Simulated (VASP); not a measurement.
## GaN: single point with PBE

Crystal: GaN.

```
CELL_PARAMETERS angstrom
-3.21843 0.00000 0.00000
-1.60921 -2.78724 0.00000
0.00000 0.00000 10.33606
ATOMIC_POSITIONS crystal
Ga 0.33333 0.33333 0.15808
Ga 0.33333 0.33333 0.66533
Ga 0.66667 0.66667 0.91896
Ga 0.66667 0.66667 0.41171
N 0.33333 0.33333 0.85644
N 0.33333 0.33333 0.34918
N 0.66667 0.66667 0.09555
N 0.66667 0.66667 0.60281
```

This cell differs from its parent crystal: the distance across one plane changed.

```yaml
Program: VASP 6.6.1
Task: single point
Functional: PBE
Potentials_or_basis: VASP PAW PBE potentials, release 64 (Ga_d, N)
Cutoff: 520 eV
k_mesh: 10 × 10 × 3
Occupations: gaussian, width 0.05 eV
Spin: no spin polarisation
Dipole_correction: no
Further_INCAR_settings: ALGO = Normal; EDIFF = 1e-06; NBANDS = 46
```

```yaml
Pressure: 3.3 GPa
Largest_force: 2.399 eV/Å
Band_gap_on_the_k_mesh: 1.75 eV
```

Forces in eV/Å, atoms in the order of the input:
```
Ga   0.000  0.000  0.465
Ga   0.000  0.000  0.160
Ga   0.000  0.000 -2.399
Ga   0.000  0.000  0.163
N    0.000  0.000 -0.302
N    0.000  0.000 -0.166
N    0.000  0.000  2.237
N    0.000  0.000 -0.157
```

Stress tensor (GPa, compression positive):
```
0.70 0.00 0.00
0.00 0.70 0.00
0.00 0.00 8.59
```

Levels at points of the mesh, in eV from the valence-band top:
```csv
k point,band 33,band 34,band 35,band 36,band 37,band 38,band 39,band 40
"(0.00, 0.00, 0.00)",-0.49,-0.08,0.00,0.00,1.75,3.84,4.05,4.21
"(0.50, 0.00, 0.00)",-1.93,-1.85,-1.76,-0.95,4.28,4.29,4.88,5.44
```

It took 5.3 min on 1 thread of Intel Xeon 8259CL, with other jobs on the host, peak memory 0.27 GiB.

Caveat: the cell differs from its parent crystal (the distance across one plane changed); the cell stands under pressure; forces of over 1 eV/Å act on the atoms, so gaps and moduli don't describe the material at rest.
